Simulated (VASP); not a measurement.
Here is a VASP 6.6.1 calculation.

The input INCAR:

```
SYSTEM = Cs3H
PREC = Accurate ; ENCUT = 520
EDIFF = 1E-7 ; ISMEAR = 0
SIGMA = 0.1 ; LREAL = .FALSE.
LASPH = .TRUE. ; NELM = 80
ALGO = Fast ; ISIF = 2
LWAVE = .FALSE. ; LCHARG = .FALSE.
GGA = PE ; NBANDS = 22
```

Contents of KPOINTS:

```
Automatic mesh
0
G
  6 6 6
  0 0 0
```

File POSCAR:

```
Cs3H
1.0
   -2.2940793236      4.6858637791      7.3469021679
    2.2940793236     -4.6858637791      7.3469021679
    2.2940793236      4.6858637791     -7.3469021679
Cs H
3 1
Direct
    0.6423491047      0.6423491047      0.0000000000
    0.3576508953      0.3576508953      0.0000000000
    0.0000000000      0.5000000000      0.5000000000
    0.5000000000      0.0000000000      0.5000000000
```

Potentials or basis: VASP PAW PBE potentials, release 64 (Cs_sv, H).

Command:

```sh
$ cat potpaw_PBE.64/Cs_sv/POTCAR potpaw_PBE.64/H/POTCAR > POTCAR
$ mpirun -np 1 vasp_std > vasp.out
```

**Question.** What does it give for the band gap on the k mesh?

**Answer.** Zero (bands 14 and 15 overlap by 1.15 eV).

**Question.** What does it give for the pressure?

**Answer.** 0.0 GPa.

Stress tensor (GPa, compression positive):
```
-0.03  0.00  0.00
 0.00  0.03  0.00
 0.00  0.00 -0.08
```

Caveat: spin-orbit coupling is left out, which moves the levels of the heavy elements.
